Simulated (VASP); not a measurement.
# Na2F (P-3m1) in VASP: relaxation of cell and atoms with PBE+D3(BJ)

Aim: the relaxation of cell and atoms of Na2F with PBE+D3(BJ).

All numbers are computed with VASP 6.6.1; they aren't measurements. Logs are shortened: lines on timing, memory, paths and dates and some standing lists are left out, and cuts for length are marked.

**1. The cell of the first run**

The structure is trigonal, space group P-3m1 (No. 164). Conventional cell: a = 3.349 Å, b = 3.349 Å, c = 5.849 Å, α = 90.00°, β = 90.00°, γ = 120.00°. Na (site symmetry 3m) has 3 F at 2.36 Å within 3.1 Å. F (site symmetry -3m) has 6 Na at 2.36 Å within 3.1 Å.

**2. Relaxation of cell and atoms, PBE+D3(BJ)**

Contents of INCAR:

```
ALGO = Normal ; EDIFF = 1E-7
EDIFFG = -0.01 ; ENCUT = 600
GGA = PE ; IBRION = 2
ISIF = 3 ; ISMEAR = 0
IVDW = 12 ; LASPH = True
LCHARG = False ; LREAL = False
LWAVE = False ; NELM = 100
NSW = 100 ; PREC = Accurate
SIGMA = 0.1
```

Contents of KPOINTS:

```
k-points
0
Gamma
  18 18 8
```

Contents of POSCAR:

```
Na2F
1.0
    3.3491591035      0.0000000000      0.0000000000
   -1.6745795517      2.9004568649      0.0000000000
    0.0000000000      0.0000000000      5.8486753770
Na F
2 1
Direct
    0.6666666667      0.3333333333      0.2323118279
    0.3333333333      0.6666666667      0.7676881721
    0.0000000000      0.0000000000      0.0000000000
```

Potentials or basis: VASP PAW PBE potentials, release 64 (Na_pv, F).

Command:

```bash
cat potpaw_PBE.64/Na_pv/POTCAR potpaw_PBE.64/F/POTCAR > POTCAR
mpirun -np 1 vasp_std > vasp.out
```

OUTCAR:

```text
EDIFF = 1E-7
   EDIFFG = -0.01
   ENCUT = 600
   GGA = PE
   IBRION = 2
   ISIF = 3
   ISMEAR = 0
   IVDW = 12
   LASPH = True
   LREAL = False
   NELM = 100
   NSW = 100
   PREC = Accurate
 IVDW          = 12

 ion  position               nearest neighbor table
   1  0.667  0.333  0.232-
   2  0.333  0.667  0.768-
   3  0.000  0.000  0.000-

  LATTYP: Found a hexagonal cell.
 ALAT       =     3.3491591035
 C/A-ratio  =     1.7463115953

  Lattice vectors:

 A1 = (   3.3491591035,   0.0000000000,   0.0000000000)
 A2 = (  -1.6745795517,   2.9004568649,   0.0000000000)
 A3 = (   0.0000000000,   0.0000000000,   5.8486753770)

Analysis of symmetry for initial positions (statically):
=====================================================================
 Subroutine PRICEL returns:
 Original cell was already a primitive cell.

 Routine SETGRP: Setting up the symmetry group for a
 hexagonal supercell.

 Subroutine GETGRP returns: Found 12 space group operations
 (whereof 12 operations were pure point group operations)
 out of a pool of 24 trial point group operations.

The static configuration has the point symmetry D_3d.

Analysis of symmetry for dynamics (positions and initial velocities):
=====================================================================
 Subroutine PRICEL returns:
 Original cell was already a primitive cell.

 Routine SETGRP: Setting up the symmetry group for a
 hexagonal supercell.

 Subroutine GETGRP returns: Found 12 space group operations
 (whereof 12 operations were pure point group operations)
 out of a pool of 24 trial point group operations.

The dynamic configuration has the point symmetry D_3d.

 Subroutine INISYM returns: Found 12 space group operations
 (whereof 12 operations are pure point group operations),
 and found     1 'primitive' translations

----------------------------------------------------------------------------------------

                                     Primitive cell

  volume of cell :      56.8146

  direct lattice vectors                    reciprocal lattice vectors
     3.349159103  0.000000000  0.000000000     0.298582411  0.172386635  0.000000000
    -1.674579552  2.900456865  0.000000000     0.000000000  0.344773271  0.000000000
     0.000000000  0.000000000  5.848675377     0.000000000  0.000000000  0.170978886

  length of vectors
     3.349159103  3.349159103  5.848675377     0.344773271  0.344773271  0.170978886

  position of ions in fractional coordinates (direct lattice)
     0.666666667  0.333333333  0.232311828
     0.333333333  0.666666667  0.767688172
     0.000000000  0.000000000  0.000000000

  ion indices of the primitive-cell ions
   primitive index   ion index
                 1           1
                 2           2
                 3           3

----------------------------------------------------------------------------------------

 KPOINTS: k-points

Automatic generation of k-mesh.
 Grid dimensions read from file:
 generate k-points for:   18   18    8

 Generating k-lattice:

  Cartesian coordinates                     Fractional coordinates (reciprocal lattice)
     0.016587912  0.009577035  0.000000000     0.055555556 -0.000000000  0.000000000
     0.000000000  0.019154071  0.000000000     0.000000000  0.055555556  0.000000000
     0.000000000  0.000000000  0.021372361     0.000000000  0.000000000  0.125000000

  Length of vectors
     0.019154071  0.019154071  0.021372361

  Shift w.r.t. Gamma in fractional coordinates (k-lattice)
     0.000000000  0.000000000  0.000000000

 Subroutine IBZKPT returns following result:
 ===========================================

 Found    266 irreducible k-points:

 Following reciprocal coordinates:
            Coordinates               Weight
  0.000000  0.000000  0.000000      1.000000
  0.055556 -0.000000  0.000000      6.000000
  0.111111 -0.000000  0.000000      6.000000
  0.166667 -0.000000  0.000000      6.000000
  0.222222 -0.000000  0.000000      6.000000
  0.277778  0.000000  0.000000      6.000000
[... 16 lines left out ...]
  0.333333  0.111111  0.000000     12.000000
  0.388889  0.111111  0.000000     12.000000
 [... further k-points ...]
   k-points           NKPTS =    266   k-points in BZ     NKDIM =    266   number of bands    NBANDS=     14
   number of dos      NEDOS =    301   number of ions     NIONS =      3
   total plane-waves  NPLWV =  37632
   dimension x,y,z NGX =    28 NGY =   28 NGZ =   48
   dimension x,y,z NGXF=    56 NGYF=   56 NGZF=   96
   ions per type =               2   1
   NGX,Y,Z   is equivalent  to a cutoff of  13.90, 13.90, 13.64 a.u.
   NGXF,Y,Z  is equivalent  to a cutoff of  27.80, 27.80, 27.29 a.u.
 SYSTEM =  unknown system
   PREC   = accura    normal or accurate (medium, high low for compatibility)
   ISTART =      0    job   : 0-new  1-cont  2-samecut
   ICHARG =      2    charge: 1-file 2-atom 10-const
   ISPIN  =      1    spin polarized calculation?
   LNONCOLLINEAR =      F non collinear calculations
   LSORBIT =      F    spin-orbit coupling
   LASPH  =      T    aspherical Exc in radial PAW
   ENCUT  =  600.0 eV  44.10 Ry    6.64 a.u.   6.69  6.69 11.68*2*pi/ulx,y,z
   NELM   =    100;   NELMIN=  2; NELMDL= -5     # of ELM steps
   EDIFF  = 0.1E-06   stopping-criterion for ELM
   LREAL  =      F    real-space projection
   EDIFFG = -.1E-01   stopping-criterion for IOM
   NSW    =    100    number of steps for IOM
   IBRION =      2    ionic relax: 0-MD 1-quasi-New 2-CG
   NFREE  =      1    steps in history (QN), initial steepest desc. (CG)
   ISIF   =      3    stress and relaxation
   ISYM   =      2    0-nonsym 1-usesym 2-fastsym
   POTIM  = 0.5000    time-step for ionic-motion
   TEBEG  =    0.0;   TEEND  =   0.0 temperature during run
   PSTRESS=    0.0 pullay stress
   NELECT =      21.0000    total number of electrons
   NUPDOWN=      -1.0000    fix difference up-down
   EMIN   =  10.00;   EMAX   =-10.00  energy-range for DOS
   EFERMI =   0.00;   METHOD = LEGACY
   ISMEAR =     0;   SIGMA  =   0.10  broadening in eV -4-tet -1-fermi 0-gaus
   EFERMI_NEDOS =   21; number of points for ismear=-14 and -15
   IALGO  =     38    algorithm
   IMIX   =      4    mixing-type and parameters
     AMIX     =   0.40;   BMIX     =  1.00
     AMIX_MAG =   1.60;   BMIX_MAG =  1.00
  volume/ion in A,a.u.               =      18.94       127.80
  Fermi-wavevector in a.u.,A,eV,Ry     =   1.174883  2.220207 18.780809  1.380351
  Thomas-Fermi vector in A             =   2.311273
   LORBIT       =      0    0 simple, 1 ext, 2 COOP (PROOUT), +10 PAW based schemes
   GGA     = PE    functional components
   LHFCALC =     F    Hartree Fock is set to
   AEXX    =    0.0000 exact exchange contribution
   IVDW    =    12    specifies the selected vdW correction
   LEPSILON=     F    determine dielectric tensor
   LRPA    =     F    only Hartree local field effects (RPA)
 conjugate gradient relaxation of ions
 non-spin polarized calculation
 Gauss-broadening in eV      SIGMA  =   0.10
  energy-cutoff  :      600.00
  volume of cell :       56.81
 maximum number of plane-waves:      1937
 NGX is ok and might be reduce to    28
   NGX = 13   NGY = 13   NGZ = 23

--------------------------------------- Ionic step        1  -------------------------------------------

 number of electron      20.9999995 magnetization

 Free energy of the ion-electron system (eV)
  ---------------------------------------------------
  ext. energy  EPLUGINS =         0.00000000
  ---------------------------------------------------
  free energy    TOTEN  =        -9.58007217 eV

  energy without entropy =       -9.57807762  energy(sigma->0) =       -9.57907489

------------------------ aborting loop because EDIFF is reached ----------------------------------------

 Edisp (eV)   -0.49537

 E8    (eV) :    -0.2261

  FORCE on cell =-STRESS in cart. coord.  units (eV):
  Direction    XX          YY          ZZ          XY          YZ          ZX
  --------------------------------------------------------------------------------------
  -------------------------------------------------------------------------------------
  Total       0.00228     0.00228    -0.04753     0.00000     0.00000     0.00000
  in kB       0.06426     0.06426    -1.34028     0.00000     0.00000     0.00000
  external pressure =       -0.40 kB  Pullay stress =        0.00 kB
[... 63 lines left out ...]
  energy  without entropy=      -10.0735174186  energy(sigma->0) =      -10.07451550

--------------------------------------- Ionic step        3  -------------------------------------------

 number of electron      20.9999993 magnetization

 Free energy of the ion-electron system (eV)
  ---------------------------------------------------
  ext. energy  EPLUGINS =         0.00000000
  ---------------------------------------------------
  free energy    TOTEN  =        -9.57918667 eV

  energy without entropy =       -9.57718677  energy(sigma->0) =       -9.57818672

 E-fermi :   2.2152     XC(G=0):  -7.9109

 val. band max:        2.2134257990   @ k =   0.2222   0.2222   0.0000
 cond. band min:       2.2264399267   @ k =   0.3333   0.0556   0.3750
 fundamental gap:      0.0130141276
 Fermi energy:         2.2152186525

 k-point     1 :       0.0000    0.0000    0.0000
  band No.  band energies     occupation
      1     -23.1581      2.00000
      2     -22.7488      2.00000
      3     -22.7488      2.00000
      4     -22.7412      2.00000
      5     -22.7412      2.00000
      6     -22.7195      2.00000
      7     -22.1253      2.00000
      8      -4.3802      2.00000
      9      -3.6456      2.00000
     10      -3.6456      2.00000
     11      -0.5464      2.00000
     12       4.9673      0.00000
     13       5.2044      0.00000
     14      13.5186      0.00000
[... 375 lines left out ...]
 k-point    24 :       0.3889    0.1111    0.0000
  band No.  band energies     occupation
      1     -23.1420      2.00000
      2     -22.8223      2.00000
      3     -22.7826      2.00000
      4     -22.7655      2.00000
      5     -22.7585      2.00000
      6     -22.7347      2.00000
      7     -22.0560      2.00000
      8      -4.6323      2.00000
      9      -4.0441      2.00000
     10      -3.9107      2.00000
     11       3.1911      0.00000
     12       4.9530      0.00000
     13       7.2430      0.00000
     14       8.7852      0.00000

 [... further k-points ...]

------------------------ aborting loop because EDIFF is reached ----------------------------------------

 Edisp (eV)   -0.49642

 E8    (eV) :    -0.2266

  FORCE on cell =-STRESS in cart. coord.  units (eV):
  Direction    XX          YY          ZZ          XY          YZ          ZX
  --------------------------------------------------------------------------------------
  -------------------------------------------------------------------------------------
  Total      -0.00293    -0.00293    -0.01356    -0.00000    -0.00000    -0.00000
  in kB      -0.08288    -0.08288    -0.38319    -0.00000    -0.00000    -0.00000
  external pressure =       -0.18 kB  Pullay stress =        0.00 kB
[... 18 lines left out ...]
  FREE ENERGIE OF THE ION-ELECTRON SYSTEM (eV)
  ---------------------------------------------------
  free  energy   TOTEN  =       -10.0756049901 eV

  energy  without entropy=      -10.0736050986  energy(sigma->0) =      -10.07460504

 reached required accuracy - stopping structural energy minimisation
```

Wall time 9.4 min (1 thread of Intel Xeon 8259CL, shared host); peak memory 0.37 GiB.

What came out:

- Free energy: -10.0756 eV
- Relaxed volume: 18.90 Å³/atom
- Relaxed cell: a = 3.350 Å, b = 3.350 Å, c = 5.835 Å, α = 90.00°, β = 90.00°, γ = 120.00°
- Space group after relaxing (to 0.1 Å): P-3m1 (No. 164)
- Energy gained by relaxing: 0.1 meV/atom
- Ionic steps: 3
- Pressure after relaxing: 0.0 GPa
- Largest force after relaxing: 0.010 eV/Å
- Band gap on the k mesh: zero (an odd number of electrons rules out a gap without spin polarisation)
- Dispersion energy per atom: -0.165 eV

Forces in eV/Å, atoms in the order of the input:
```
Na   0.000  0.000  0.010
Na   0.000  0.000 -0.010
F    0.000  0.000  0.000
```

Step by step:
```tsv
step	energy change (eV)	largest force (eV/Å)	pressure (GPa)	volume (Å³)
1	0.0000	0.0200	-0.04	56.81
2	-0.0001	0.0166	-0.02	56.78
3	-0.0002	0.0097	-0.02	56.69
```

Final structure:
```xyz
3
Lattice="3.3495 0.0000 0.0000 -1.6748 2.9008 0.0000 0.0000 0.0000 5.8347" Properties=species:S:1:pos:R:3 pbc="T T T"
Na    1.6748    0.9669    1.3585
Na    0.0000    1.9339    4.4763
F     0.0000    0.0000    0.0000
```

Levels at points of the mesh, in eV from the Fermi level:
```csv
k point,band 8,band 9,band 10,band 11,band 12,band 13,band 14
"(0.00, 0.00, 0.00)",-6.60,-5.86,-5.86,-2.76,2.75,2.99,11.30
"(0.50, 0.00, 0.00)",-6.91,-6.26,-6.05,1.55,1.83,5.12,6.81
"(0.00, 0.00, 0.50)",-6.70,-5.86,-5.86,-1.94,0.17,6.65,7.87
"(0.50, 0.00, 0.50)",-6.90,-6.28,-6.05,1.71,2.05,4.85,4.96
```

Caveat: an odd number of electrons without spin polarisation forces a metal; a magnetic or distorted state may lie lower.
